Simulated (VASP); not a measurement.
# NaLi3 (I4/mmm) in VASP: single point with LDA

Aim: the single point of NaLi3 with LDA.

Everything below comes from runs of VASP 6.6.1. Logs are shortened: lines on timing, memory, paths and dates and some standing lists are left out, and cuts for length are marked.

### Step 1. The cell of the first run

It takes space group I4/mmm (No. 139, tetragonal). The conventional cell has a = 4.632 Å, b = 4.632 Å, c = 9.296 Å, α = 90.00°, β = 90.00°, γ = 90.00°. Na (site symmetry 4/mmm) has 12 Li at 3.28 Å within 4.3 Å. Li (site symmetry -4m2) has 8 Li at 3.28 Å and 4 Na at 3.28 Å within 4.3 Å. Within 4.3 Å of Li (site symmetry 4/mmm) lie 4 Na at 3.28 Å and 8 Li at 3.28 Å.

### Step 2. Single point, LDA

INCAR reads:

```
ALGO = Normal ; EDIFF = 1E-7
ENCUT = 520 ; ISIF = 2
ISMEAR = -1 ; LASPH = True
LCHARG = True ; LELF = True
LREAL = False ; LVHAR = True
LWAVE = False ; NBANDS = 16
NELM = 80 ; PREC = Accurate
SIGMA = 0.1
```

KPOINTS reads:

```
k-points
0
Gamma
  7 7 7
```

POSCAR reads:

```
NaLi3
1.0
   -2.3158326200      2.3158326200      4.6481579000
    2.3158326200     -2.3158326200      4.6481579000
    2.3158326200      2.3158326200     -4.6481579000
Na Li
1 3
Direct
    0.0000000000      0.0000000000      0.0000000000
    0.7500000000      0.2500000000      0.5000000000
    0.2500000000      0.7500000000      0.5000000000
    0.5000000000      0.5000000000      0.0000000000
```

Potentials or basis: VASP PAW LDA potentials, release 64 (Na_pv, Li_sv).

Started as:

```
cat potpaw_LDA.64/Na_pv/POTCAR potpaw_LDA.64/Li_sv/POTCAR > POTCAR
mpirun -np 1 vasp_std > vasp.out
```

OUTCAR:

```text
EDIFF = 1E-7
   ENCUT = 520
   ISIF = 2
   ISMEAR = -1
   LASPH = True
   LREAL = False
   NELM = 80
   PREC = Accurate

 ion  position               nearest neighbor table
   1  0.000  0.000  0.000-
   2  0.750  0.250  0.500-
   3  0.250  0.750  0.500-
   4  0.500  0.500  0.000-

  LATTYP: Found a body centered tetragonal cell.
 ALAT       =     4.6316652400
 C/A-ratio  =     2.0071216978

  Lattice vectors:

 A1 = (  -2.3158326200,   2.3158326200,   4.6481579000)
 A2 = (   2.3158326200,  -2.3158326200,   4.6481579000)
 A3 = (   2.3158326200,   2.3158326200,  -4.6481579000)

Analysis of symmetry for initial positions (statically):
=====================================================================
 Subroutine PRICEL returns:
 Original cell was already a primitive cell.

 Routine SETGRP: Setting up the symmetry group for a
 body centered tetragonal supercell.

 Subroutine GETGRP returns: Found 16 space group operations
 (whereof 16 operations were pure point group operations)
 out of a pool of 16 trial point group operations.

The static configuration has the point symmetry D_4h.

Analysis of symmetry for dynamics (positions and initial velocities):
=====================================================================
 Subroutine PRICEL returns:
 Original cell was already a primitive cell.

 Routine SETGRP: Setting up the symmetry group for a
 body centered tetragonal supercell.

 Subroutine GETGRP returns: Found 16 space group operations
 (whereof 16 operations were pure point group operations)
 out of a pool of 16 trial point group operations.

The dynamic configuration has the point symmetry D_4h.

 Subroutine INISYM returns: Found 16 space group operations
 (whereof 16 operations are pure point group operations),
 and found     1 'primitive' translations

----------------------------------------------------------------------------------------

                                     Primitive cell

  volume of cell :      99.7138

  direct lattice vectors                    reciprocal lattice vectors
    -2.315832620  2.315832620  4.648157900     0.000000000  0.215905068  0.107569495
     2.315832620 -2.315832620  4.648157900     0.215905068  0.000000000  0.107569495
     2.315832620  2.315832620 -4.648157900     0.215905068  0.215905068  0.000000000

  length of vectors
     5.686082422  5.686082422  5.686082422     0.241218148  0.241218148  0.305335876

  position of ions in fractional coordinates (direct lattice)
     0.000000000  0.000000000  0.000000000
     0.750000000  0.250000000  0.500000000
     0.250000000  0.750000000  0.500000000
     0.500000000  0.500000000  0.000000000

  ion indices of the primitive-cell ions
   primitive index   ion index
                 1           1
                 2           2
                 3           3
                 4           4

----------------------------------------------------------------------------------------

 KPOINTS: k-points

Automatic generation of k-mesh.
 Grid dimensions read from file:
 generate k-points for:    7    7    7

 Generating k-lattice:

  Cartesian coordinates                     Fractional coordinates (reciprocal lattice)
     0.000000000  0.030843581  0.015367071     0.142857143 -0.000000000  0.000000000
     0.030843581  0.000000000  0.015367071    -0.000000000  0.142857143  0.000000000
     0.030843581  0.030843581  0.000000000     0.000000000  0.000000000  0.142857143

  Length of vectors
     0.034459735  0.034459735  0.043619411

  Shift w.r.t. Gamma in fractional coordinates (k-lattice)
     0.000000000  0.000000000  0.000000000

 Subroutine IBZKPT returns following result:
 ===========================================

 Found     40 irreducible k-points:

 Following reciprocal coordinates:
            Coordinates               Weight
  0.000000  0.000000  0.000000      1.000000
  0.142857  0.000000 -0.000000      8.000000
  0.285714  0.000000 -0.000000      8.000000
  0.428571  0.000000 -0.000000      8.000000
  0.142857  0.142857 -0.000000      8.000000
  0.285714  0.142857 -0.000000     16.000000
[... 16 lines left out ...]
 -0.142857  0.285714  0.142857      8.000000
 -0.428571  0.428571  0.142857      8.000000
 [... further k-points ...]
   k-points           NKPTS =     40   k-points in BZ     NKDIM =     40   number of bands    NBANDS=     16
   number of dos      NEDOS =    301   number of ions     NIONS =      4
   total plane-waves  NPLWV =  74088
   dimension x,y,z NGX =    42 NGY =   42 NGZ =   42
   dimension x,y,z NGXF=    84 NGYF=   84 NGZF=   84
   ions per type =               1   3
   NGX,Y,Z   is equivalent  to a cutoff of  12.28, 12.28, 12.28 a.u.
   NGXF,Y,Z  is equivalent  to a cutoff of  24.56, 24.56, 24.56 a.u.
 SYSTEM =  unknown system
   PREC   = accura    normal or accurate (medium, high low for compatibility)
   ISTART =      0    job   : 0-new  1-cont  2-samecut
   ICHARG =      2    charge: 1-file 2-atom 10-const
   ISPIN  =      1    spin polarized calculation?
   LNONCOLLINEAR =      F non collinear calculations
   LSORBIT =      F    spin-orbit coupling
   LASPH  =      T    aspherical Exc in radial PAW
   ENCUT  =  520.0 eV  38.22 Ry    6.18 a.u.  10.57 10.57 10.57*2*pi/ulx,y,z
   NELM   =     80;   NELMIN=  2; NELMDL= -5     # of ELM steps
   EDIFF  = 0.1E-06   stopping-criterion for ELM
   LREAL  =      F    real-space projection
   EDIFFG = 0.1E-05   stopping-criterion for IOM
   NSW    =      0    number of steps for IOM
   IBRION =     -1    ionic relax: 0-MD 1-quasi-New 2-CG
   NFREE  =      0    steps in history (QN), initial steepest desc. (CG)
   ISIF   =      2    stress and relaxation
   ISYM   =      2    0-nonsym 1-usesym 2-fastsym
   POTIM  = 0.5000    time-step for ionic-motion
   TEBEG  =    0.0;   TEEND  =   0.0 temperature during run
   PSTRESS=    0.0 pullay stress
   NELECT =      16.0000    total number of electrons
   NUPDOWN=      -1.0000    fix difference up-down
   EMIN   =  10.00;   EMAX   =-10.00  energy-range for DOS
   EFERMI =   0.00;   METHOD = LEGACY
   ISMEAR =    -1;   SIGMA  =   0.10  broadening in eV -4-tet -1-fermi 0-gaus
   EFERMI_NEDOS =   21; number of points for ismear=-14 and -15
   IALGO  =     38    algorithm
   IMIX   =      4    mixing-type and parameters
     AMIX     =   0.40;   BMIX     =  1.00
     AMIX_MAG =   1.60;   BMIX_MAG =  1.00
  volume/ion in A,a.u.               =      24.93       168.23
  Fermi-wavevector in a.u.,A,eV,Ry     =   0.889603  1.681107 10.767571  0.791394
  Thomas-Fermi vector in A             =   2.011185
   LORBIT       =      0    0 simple, 1 ext, 2 COOP (PROOUT), +10 PAW based schemes
   GGA     = CA    functional components
   LHFCALC =     F    Hartree Fock is set to
   AEXX    =    0.0000 exact exchange contribution
   IVDW    =     0    specifies the selected vdW correction
   LEPSILON=     F    determine dielectric tensor
   LRPA    =     F    only Hartree local field effects (RPA)
 non-spin polarized calculation
  energy-cutoff  :      520.00
  volume of cell :       99.71
 maximum number of plane-waves:      2705
   NGX = 21   NGY = 21   NGZ = 21

 number of electron      16.0000009 magnetization

 Free energy of the ion-electron system (eV)
  ---------------------------------------------------
  ext. energy  EPLUGINS =         0.00000000
  ---------------------------------------------------
  free energy    TOTEN  =        -7.42676365 eV

  energy without entropy =       -7.36394763  energy(sigma->0) =       -7.39535564

 E-fermi :   0.4100     XC(G=0):  -6.9738

 val. band max:        0.3866357796   @ k =  -0.2857   0.2857   0.1429
 cond. band min:       0.4854795557   @ k =   0.2857   0.1429  -0.0000
 fundamental gap:      0.0988437761
 Fermi energy:         0.4100433463

 k-point     1 :       0.0000    0.0000    0.0000
  band No.  band energies     occupation
      1     -45.6577      2.00000
      2     -45.6495      2.00000
      3     -45.6488      2.00000
      4     -23.9785      2.00000
      5     -23.9785      2.00000
      6     -23.9733      2.00000
[... 8 lines left out ...]
     15       4.7809      0.00000
     16       7.2722      0.00000

 k-point     2 :       0.1429    0.0000   -0.0000
  band No.  band energies     occupation
      1     -45.6573      2.00000
      2     -45.6496      2.00000
      3     -45.6490      2.00000
      4     -23.9789      2.00000
      5     -23.9785      2.00000
      6     -23.9733      2.00000
[... 8 lines left out ...]
     15       5.5480      0.00000
     16       6.9998      0.00000

 k-point     3 :       0.2857    0.0000   -0.0000
  band No.  band energies     occupation
      1     -45.6560      2.00000
      2     -45.6502      2.00000
      3     -45.6497      2.00000
      4     -23.9798      2.00000
      5     -23.9785      2.00000
      6     -23.9733      2.00000
[... 8 lines left out ...]
     15       5.9322      0.00000
     16       6.6897      0.00000

 k-point     4 :       0.4286    0.0000   -0.0000
  band No.  band energies     occupation
      1     -45.6545      2.00000
      2     -45.6513      2.00000
      3     -45.6500      2.00000
      4     -23.9804      2.00000
      5     -23.9784      2.00000
      6     -23.9732      2.00000
[... 8 lines left out ...]
     15       6.5402      0.00000
     16       7.7591      0.00000
[... 324 lines left out ...]
 k-point    22 :      -0.2857    0.2857    0.1429
  band No.  band energies     occupation
      1     -45.6546      2.00000
      2     -45.6510      2.00000
      3     -45.6501      2.00000
      4     -23.9804      2.00000
      5     -23.9788      2.00000
      6     -23.9732      2.00000
[... 8 lines left out ...]
     15       7.7282      0.00000
     16       7.7830      0.00000

 k-point    23 :      -0.1429    0.2857    0.1429
  band No.  band energies     occupation
      1     -45.6548      2.00000
      2     -45.6510      2.00000
      3     -45.6500      2.00000
      4     -23.9804      2.00000
      5     -23.9784      2.00000
      6     -23.9732      2.00000
[... 8 lines left out ...]
     15       6.6368      0.00000
     16       7.2158      0.00000

 k-point    24 :      -0.4286    0.4286    0.1429
  band No.  band energies     occupation
      1     -45.6529      2.00000
      2     -45.6520      2.00000
      3     -45.6508      2.00000
      4     -23.9804      2.00000
      5     -23.9796      2.00000
      6     -23.9732      2.00000
[... 8 lines left out ...]
     15       6.6304      0.00000
     16       7.9129      0.00000

 [... further k-points ...]

------------------------ aborting loop because EDIFF is reached ----------------------------------------

  FORCE on cell =-STRESS in cart. coord.  units (eV):
  Direction    XX          YY          ZZ          XY          YZ          ZX
  --------------------------------------------------------------------------------------
  -------------------------------------------------------------------------------------
  Total       -0.6765584     -0.6765584     -0.7312385      0.0000000      0.0000000      0.0000000
  in kB      -10.8707787    -10.8707787    -11.7493658      0.0000000      0.0000000      0.0000000
  external PRESSURE =     -11.1636410 kB  Pullay stress =       0.0000000 kB

 VOLUME and BASIS-vectors are now :
 -----------------------------------------------------------------------------
  energy-cutoff  :      520.00
  volume of cell :       99.71
      direct lattice vectors                 reciprocal lattice vectors
    -2.315832620  2.315832620  4.648157900     0.000000000  0.215905068  0.107569495
     2.315832620 -2.315832620  4.648157900     0.215905068  0.000000000  0.107569495
     2.315832620  2.315832620 -4.648157900     0.215905068  0.215905068  0.000000000

 POSITION                                       TOTAL-FORCE (eV/Angst)
 -----------------------------------------------------------------------------------
      0.00000      0.00000      0.00000        -0.000000     -0.000000      0.000000
      0.00000      2.31583      2.32408         0.000000      0.000000     -0.000000
      2.31583      0.00000      2.32408         0.000000     -0.000000     -0.000000
      0.00000      0.00000      4.64816        -0.000000     -0.000000      0.000000
 -----------------------------------------------------------------------------------
    total drift:                               -0.000000     -0.000000      0.000000

  FREE ENERGIE OF THE ION-ELECTRON SYSTEM (eV)
  ---------------------------------------------------
  free  energy   TOTEN  =        -7.4267636462 eV

  energy  without entropy=       -7.3639476330  energy(sigma->0) =       -7.39535564
```

It took 42 s on 1 thread of Intel Xeon 6975P-C (Granite Rapids), shared host; peak memory 0.22 GiB.

Results:

| Item | Value |
| --- | --- |
| Free energy | -7.4268 eV |
| Band gap on the k mesh | zero (bands 8 and 9 overlap by 2.40 eV) |

Caveat: the cutoff is under 1.25 times the usual one of these potentials, so pressure, stress and relaxed cells hold a basis-set (Pulay) error.

The gap in the log of VASP goes by the Fermi energy; the results here count the filled bands.